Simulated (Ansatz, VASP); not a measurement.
# One calculation of O, two programs

```
O
1.0
     4.26000    0.00000    0.00000
     0.00000    4.26000    0.00000
     0.00000    0.00000    4.26000
O
2
Direct
  0.00000 0.00000 0.00000
  0.50000 0.50000 0.50000
```

Alike in both runs: task single point; functional PBE; k mesh 6 × 6 × 6; occupations gaussian, width 0.1 eV; collinear spin.

```csv
,VASP,Ansatz
version,VASP 6.6.1,Ansatz 0.2.0
potentials or method,"VASP PAW PBE potentials, release 64 (O), cutoff 520 eV","scalar-relativistic, plane waves, PAW"
valence electrons in the cell,12,12
```

```tsv
	VASP	Ansatz	Ansatz less VASP
gap on the k mesh at the Fermi level (eV)	none	none	-
net moment per atom (μB)	2.00	2.00	0.000
size of the moment on the site where the two differ most (μB)	1.59	2.00	+0.404
```

Site moments also hang on the region over which each program counts them. A gap of «none» marks a metal or a gap that the smearing closes. Ansatz's warnings: stability check not made.
